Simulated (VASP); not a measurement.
# SrB3Pt (Pm-3m) in VASP: further runs

The runs below take SrB3Pt through single point, relaxation of cell and atoms, with PBE.

Program: VASP 6.6.1. These are calculated values, not measurements. Logs are shortened: lines on timing, memory, paths and dates and some standing lists are left out, and cuts for length are marked.

## (1) The cell of the first run

It takes space group Pm-3m (No. 221, cubic). The conventional cell has a = 4.224 Å, b = 4.224 Å, c = 4.224 Å, α = 90.00°, β = 90.00°, γ = 90.00°. Within 3.9 Å of Sr (site symmetry m-3m) lie 12 B at 2.99 Å and 8 Pt at 3.66 Å. Within 2.8 Å of B (site symmetry 4/mmm) lie 2 Pt at 2.11 Å. Within 2.8 Å of Pt (site symmetry m-3m) lie 6 B at 2.11 Å.

The cell was built from a structure type or drawn by symmetry, and may not be a known phase.

## (2) Single point, PBE

Contents of INCAR:

```
PREC = Accurate
ENCUT = 520
EDIFF = 1E-6
ISMEAR = 0
SIGMA = 0.1
LREAL = F
LASPH = T
NELM = 80
ALGO = Normal
ISIF = 2
LWAVE = F
LCHARG = T
GGA = PE
LELF = T
LVHAR = T
NBANDS = 22
```

Contents of KPOINTS:

```
Automatic mesh
0
Gamma
  4 4 4
```

Contents of POSCAR:

```
SrB3Pt
1.0
    4.2241904118      0.0000000000      0.0000000000
    0.0000000000      4.2241904118      0.0000000000
    0.0000000000      0.0000000000      4.2241904118
Sr B Pt
1 3 1
Direct
    0.0000000000      0.0000000000      0.0000000000
    0.0000000000      0.5000000000      0.5000000000
    0.5000000000      0.0000000000      0.5000000000
    0.5000000000      0.5000000000      0.0000000000
    0.5000000000      0.5000000000      0.5000000000
```

Potentials or basis: VASP PAW PBE potentials, release 64 (Sr_sv, B, Pt).

Command:

```sh
$ cat potpaw_PBE.64/Sr_sv/POTCAR potpaw_PBE.64/B/POTCAR potpaw_PBE.64/Pt/POTCAR > POTCAR
$ mpirun -np 1 vasp_std > vasp.out
```

OUTCAR:

```text
PREC = Accurate
   ENCUT = 520
   EDIFF = 1E-6
   ISMEAR = 0
   LREAL = F
   LASPH = T
   NELM = 80
   ISIF = 2
   GGA = PE

 ion  position               nearest neighbor table
   1  0.000  0.000  0.000-   2 2.99   3 2.99   4 2.99   2 2.99   3 2.99   2 2.99   4 2.99   2 2.99
                             3 2.99   4 2.99   3 2.99   4 2.99   5 3.66   5 3.66   5 3.66   5 3.66
   2  0.000  0.500  0.500-   5 2.11   5 2.11   1 2.99   1 2.99   1 2.99   1 2.99
   3  0.500  0.000  0.500-   5 2.11   5 2.11   1 2.99   1 2.99   1 2.99   1 2.99
   4  0.500  0.500  0.000-   5 2.11   5 2.11   1 2.99   1 2.99   1 2.99   1 2.99
   5  0.500  0.500  0.500-   2 2.11   3 2.11   4 2.11   4 2.11   3 2.11   2 2.11   1 3.66   1 3.66
                             1 3.66   1 3.66   1 3.66   1 3.66   1 3.66   1 3.66

  LATTYP: Found a simple cubic cell.
 ALAT       =     4.2241904118

  Lattice vectors:

 A1 = (   4.2241904118,   0.0000000000,   0.0000000000)
 A2 = (   0.0000000000,   4.2241904118,   0.0000000000)
 A3 = (   0.0000000000,   0.0000000000,   4.2241904118)

Analysis of symmetry for initial positions (statically):
=====================================================================
 Subroutine PRICEL returns:
 Original cell was already a primitive cell.

 Routine SETGRP: Setting up the symmetry group for a
 simple cubic supercell.

 Subroutine GETGRP returns: Found 48 space group operations
 (whereof 48 operations were pure point group operations)
 out of a pool of 48 trial point group operations.

The static configuration has the point symmetry O_h .

Analysis of symmetry for dynamics (positions and initial velocities):
=====================================================================
 Subroutine PRICEL returns:
 Original cell was already a primitive cell.

 Routine SETGRP: Setting up the symmetry group for a
 simple cubic supercell.

 Subroutine GETGRP returns: Found 48 space group operations
 (whereof 48 operations were pure point group operations)
 out of a pool of 48 trial point group operations.

The dynamic configuration has the point symmetry O_h .

 Subroutine INISYM returns: Found 48 space group operations
 (whereof 48 operations are pure point group operations),
 and found     1 'primitive' translations

----------------------------------------------------------------------------------------

                                     Primitive cell
[... 82 lines left out ...]
   EDIFF  = 0.1E-05   stopping-criterion for ELM
   LREAL  =      F    real-space projection
   EDIFFG = 0.1E-04   stopping-criterion for IOM
   NSW    =      0    number of steps for IOM
   IBRION =     -1    ionic relax: 0-MD 1-quasi-New 2-CG
   NFREE  =      0    steps in history (QN), initial steepest desc. (CG)
   ISIF   =      2    stress and relaxation
   ISYM   =      2    0-nonsym 1-usesym 2-fastsym
   POTIM  = 0.5000    time-step for ionic-motion
   TEBEG  =    0.0;   TEEND  =   0.0 temperature during run
   PSTRESS=    0.0 pullay stress
   NELECT =      29.0000    total number of electrons
   NUPDOWN=      -1.0000    fix difference up-down
   EMIN   =  10.00;   EMAX   =-10.00  energy-range for DOS
   EFERMI =   0.00;   METHOD = LEGACY
   ISMEAR =     0;   SIGMA  =   0.10  broadening in eV -4-tet -1-fermi 0-gaus
   EFERMI_NEDOS =   21; number of points for ismear=-14 and -15
   IALGO  =     38    algorithm
   IMIX   =      4    mixing-type and parameters
     AMIX     =   0.40;   BMIX     =  1.00
     AMIX_MAG =   1.60;   BMIX_MAG =  1.00
  volume/ion in A,a.u.               =      15.08       101.73
  Fermi-wavevector in a.u.,A,eV,Ry     =   1.190686  2.250071 19.289439  1.417734
  Thomas-Fermi vector in A             =   2.326765
   LORBIT       =      0    0 simple, 1 ext, 2 COOP (PROOUT), +10 PAW based schemes
   GGA     = PE    functional components
   LHFCALC =     F    Hartree Fock is set to
   AEXX    =    0.0000 exact exchange contribution
   IVDW    =     0    specifies the selected vdW correction
   LEPSILON=     F    determine dielectric tensor
   LRPA    =     F    only Hartree local field effects (RPA)
 non-spin polarized calculation
 Gauss-broadening in eV      SIGMA  =   0.10
  energy-cutoff  :      520.00
  volume of cell :       75.38
 maximum number of plane-waves:      2048
 NGX is ok and might be reduce to    32
   NGX = 15   NGY = 15   NGZ = 15

 number of electron      29.0000002 magnetization

 Free energy of the ion-electron system (eV)
  ---------------------------------------------------
  ext. energy  EPLUGINS =         0.00000000
  ---------------------------------------------------
  free energy    TOTEN  =       -24.29471067 eV

  energy without entropy =      -24.28201983  energy(sigma->0) =      -24.28836525

 E-fermi :   5.9420     XC(G=0): -10.7143

 val. band max:        5.9257233485   @ k =   0.5000   0.0000   0.0000
 cond. band min:       6.0814817092   @ k =   0.5000   0.5000   0.2500
 fundamental gap:      0.1557583607
 Fermi energy:         5.9420480226

 k-point     1 :       0.0000    0.0000    0.0000
  band No.  band energies     occupation
      1     -28.9705      2.00000
      2     -11.0653      2.00000
      3     -11.0653      2.00000
      4     -11.0653      2.00000
      5      -5.4548      2.00000
      6      -2.8996      2.00000
[... 239 lines left out ...]
     21      12.1423      0.00000
     22      12.1506      0.00000

------------------------ aborting loop because EDIFF is reached ----------------------------------------

  FORCE on cell =-STRESS in cart. coord.  units (eV):
  Direction    XX          YY          ZZ          XY          YZ          ZX
  --------------------------------------------------------------------------------------
  -------------------------------------------------------------------------------------
  Total        0.1169201      0.1169201      0.1169201     -0.0000000     -0.0000000      0.0000000
  in kB        2.4852449      2.4852449      2.4852449     -0.0000000     -0.0000000      0.0000000
  external PRESSURE =       2.4852449 kB  Pullay stress =       0.0000000 kB

 VOLUME and BASIS-vectors are now :
 -----------------------------------------------------------------------------
  energy-cutoff  :      520.00
  volume of cell :       75.38
      direct lattice vectors                 reciprocal lattice vectors
     4.224190412  0.000000000  0.000000000     0.236731753  0.000000000  0.000000000
     0.000000000  4.224190412  0.000000000     0.000000000  0.236731753  0.000000000
     0.000000000  0.000000000  4.224190412     0.000000000  0.000000000  0.236731753

 POSITION                                       TOTAL-FORCE (eV/Angst)
 -----------------------------------------------------------------------------------
      0.00000      0.00000      0.00000         0.000000      0.000000      0.000000
      0.00000      2.11210      2.11210         0.000000      0.000000      0.000000
      2.11210      0.00000      2.11210         0.000000      0.000000      0.000000
      2.11210      2.11210      0.00000         0.000000      0.000000      0.000000
      2.11210      2.11210      2.11210         0.000000      0.000000      0.000000
 -----------------------------------------------------------------------------------
    total drift:                                0.000000     -0.000000     -0.000000

  FREE ENERGIE OF THE ION-ELECTRON SYSTEM (eV)
  ---------------------------------------------------
  free  energy   TOTEN  =       -24.2947106679 eV

  energy  without entropy=      -24.2820198282  energy(sigma->0) =      -24.28836525
```

It took 15 s on 1 thread of AMD EPYC 7R43 (Zen 3), shared host; peak memory 0.15 GiB.

What came out:

```
Free energy            : -24.2947 eV
Pressure               : 0.2 GPa
Band gap on the k mesh : zero (an odd number of electrons rules out a gap without spin polarisation)
```

Levels at points of the mesh, in eV from the Fermi level:
```csv
k point,band 10,band 11,band 12,band 13,band 14,band 15,band 16,band 17,band 18,band 19
"(0.00, 0.00, 0.00)",-5.24,-3.20,-3.20,-3.20,-0.31,-0.31,0.75,0.75,0.75,2.34
"(0.50, 0.00, 0.00)",-5.84,-5.19,-3.07,-3.07,-1.61,-0.02,0.99,1.37,1.37,1.79
"(0.50, 0.50, 0.00)",-6.96,-5.99,-5.99,-1.45,-0.90,0.20,0.20,0.81,0.81,2.01
"(0.50, 0.50, 0.50)",-7.08,-6.56,-6.56,-6.56,0.22,0.22,0.22,3.24,3.24,3.24
```

Caveat: the k points lie up to 0.37 Å⁻¹ apart, too coarse for converged energies and pressures of a metal; spin-orbit coupling is left out, which moves the levels of the heavy elements.

## (3) Relaxation of cell and atoms, PBE

This run uses another cell than the first one, of 12.34 Å³/atom.

Contents of INCAR:

```
PREC = Accurate
ENCUT = 600
EDIFF = 1E-7
ISMEAR = 0
SIGMA = 0.1
LREAL = F
LASPH = T
NELM = 80
ALGO = Normal
ISIF = 3
LWAVE = F
LCHARG = F
GGA = PE
IBRION = 2
NSW = 90
EDIFFG = -0.04
```

KPOINTS is that of step 2.

POSCAR, as its differences from that of step 2:

```diff
@@ -2,5 +2,5 @@
 1.0
-    4.2241904118      0.0000000000      0.0000000000
-    0.0000000000      4.2241904118      0.0000000000
-    0.0000000000      0.0000000000      4.2241904118
+    3.9510399300      0.0000000000      0.0000000000
+    0.0000000000      3.9510399300      0.0000000000
+    0.0000000000      0.0000000000      3.9510399300
 Sr B Pt
```

Potentials or basis: VASP PAW PBE potentials, release 64 (Sr_sv, B, Pt).

Command:

```sh
$ cat potpaw_PBE.64/Sr_sv/POTCAR potpaw_PBE.64/B/POTCAR potpaw_PBE.64/Pt/POTCAR > POTCAR
$ mpirun -np 1 vasp_std > vasp.out
```

Wall time 51 s (1 thread of AMD EPYC 7R43 (Zen 3), shared host); peak memory 0.16 GiB.

The run converged. Its results:

```
Free energy                           : -24.2916 eV
Relaxed volume                        : 15.12 Å³/atom
Relaxed cell                          : a = 4.228 Å, b = 4.228 Å, c = 4.228 Å, α = 90.00°, β = 90.00°, γ = 90.00°
Space group after relaxing (to 0.1 Å) : Pm-3m (No. 221)
Energy gained by relaxing             : 280.3 meV/atom
Ionic steps                           : 4
Pressure after relaxing               : -0.1 GPa
Band gap on the k mesh                : zero (an odd number of electrons rules out a gap without spin polarisation)
```

The path:
```
step  energy change (eV)  largest force (eV/Å)  pressure (GPa)  volume (Å³)
   1              0.0000                0.0000           38.45        61.68
   2             -0.4426                0.0000          -15.16        92.06
   3             -1.4010                0.0000           -0.59        75.89
   4             -1.4017                0.0000           -0.10        75.59
```

Final structure:
```
CELL_PARAMETERS angstrom
4.22815 0.00000 0.00000
0.00000 4.22815 0.00000
0.00000 0.00000 4.22815
ATOMIC_POSITIONS crystal
Sr 0.00000 0.00000 0.00000
B 0.00000 0.50000 0.50000
B 0.50000 0.00000 0.50000
B 0.50000 0.50000 0.00000
Pt 0.50000 0.50000 0.50000
```

Levels at points of the mesh, in eV from the Fermi level:
| k point | band 11 | band 12 | band 13 | band 14 | band 15 | band 16 | band 17 | band 18 |
| --- | --- | --- | --- | --- | --- | --- | --- | --- |
| (0.00, 0.00, 0.00) | -3.19 | -3.19 | -3.19 | -0.31 | -0.31 | 0.75 | 0.75 | 0.75 |
| (0.50, 0.00, 0.00) | -5.18 | -3.06 | -3.06 | -1.60 | -0.02 | 0.98 | 1.38 | 1.38 |
| (0.50, 0.50, 0.00) | -5.97 | -5.97 | -1.44 | -0.90 | 0.21 | 0.21 | 0.81 | 0.81 |
| (0.50, 0.50, 0.50) | -6.54 | -6.54 | -6.54 | 0.21 | 0.21 | 0.21 | 3.23 | 3.23 |

Caveat: the k points lie up to 0.37 Å⁻¹ apart in the final cell, too coarse for converged energies and pressures of a metal; the volume moved by over 15 % at a fixed basis, so the end points are rough; spin-orbit coupling is left out, which moves the levels of the heavy elements.
